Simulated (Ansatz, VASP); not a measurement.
**Sr: VASP beside Ansatz**

The input INCAR:

```
  ALGO = Normal
  EDIFF = 1E-7
  ENCUT = 520
  ISIF = 2
  ISMEAR = -1
  LASPH = T
  LCHARG = T
  LELF = T
  LREAL = F
  LVHAR = T
  LWAVE = F
  NBANDS = 11
  NELM = 60
  PREC = Accurate
  SIGMA = 0.05
```

Contents of KPOINTS:

```
k-points
0
Gamma
  13 13 13
```

File POSCAR:

```
Sr
1.0
    0.0000000000      2.3730137551      2.3730137551
    2.3730137551      0.0000000000      2.3730137551
    2.3730137551      2.3730137551      0.0000000000
Sr
1
Direct
    0.0000000000      0.0000000000      0.0000000000
```

Input for Ansatz:

```yaml
crystal:
  lattice:
    - [0.0, 2.3730137551, 2.3730137551]
    - [2.3730137551, 0.0, 2.3730137551]
    - [2.3730137551, 2.3730137551, 0.0]
  atoms:
    - { symbol: Sr, position: [0.0, 0.0, 0.0] }
kpoints:
  mp_grid: { grid: [13, 13, 13] }
scf:
  occupations: { method: fermi_dirac, width: 0.05 }
hamiltonian:
  xc: lda
  pseudopotentials: { kind: all_electron, lapw: { basis_error: 0.001 } }
output:
  forces: true
  stress: true
  eigenvalues: true
  populations: true
```

Change from the starting cell: volume scaled by 0.55, LAPW.

Alike in both runs: task single point; functional LDA; k mesh 13 × 13 × 13; occupations fermi-dirac, width 0.05 eV; no spin polarisation.

```csv
,VASP,Ansatz
version,VASP 6.6.1,Ansatz 0.2.0
potentials or method,"VASP PAW LDA potentials, release 64 (Sr_sv), cutoff 520 eV","all-electron LAPW, scalar-relativistic"
```

Ansatz gave:

```
pressure (GPa) : 18.7
```

What did VASP give for the same quantities?

Pressure (GPa): 18.9.

LDA's correlation is that of Perdew and Zunger in VASP and of Perdew and Wang (1992) in Ansatz. Ansatz ran all-electron here, and VASP with PAW potentials.
